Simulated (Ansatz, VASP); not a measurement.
One calculation of Sr3Zn, two programs

```
CELL_PARAMETERS angstrom
5.51623 0.00000 0.00000
0.00000 5.51623 0.00000
0.00000 0.00000 5.51623
ATOMIC_POSITIONS crystal
Sr 0.50000 0.00000 0.50000
Sr 0.50000 0.50000 0.00000
Sr 0.00000 0.50000 0.50000
Zn 0.00000 0.00000 0.00000
```

Alike in both runs: task single point; functional PBEsol; k mesh 4 × 4 × 4; no spin polarisation.

|  | VASP | Ansatz |
| --- | --- | --- |
| version | VASP 6.6.1 | Ansatz 0.2.0 |
| potentials or method | VASP PAW PBE potentials, release 64 (Sr_sv, Zn), cutoff 500 eV | plane waves, PAW |
| occupations | fermi-dirac, width 0.1 eV | fermi-dirac |
| valence electrons in the cell | 42 | 42 |

```tsv
	VASP	Ansatz	Ansatz less VASP
pressure (GPa)	-1.2	-1.2	-0.03
```

VASP's potentials were made for PBE, not for PBEsol.
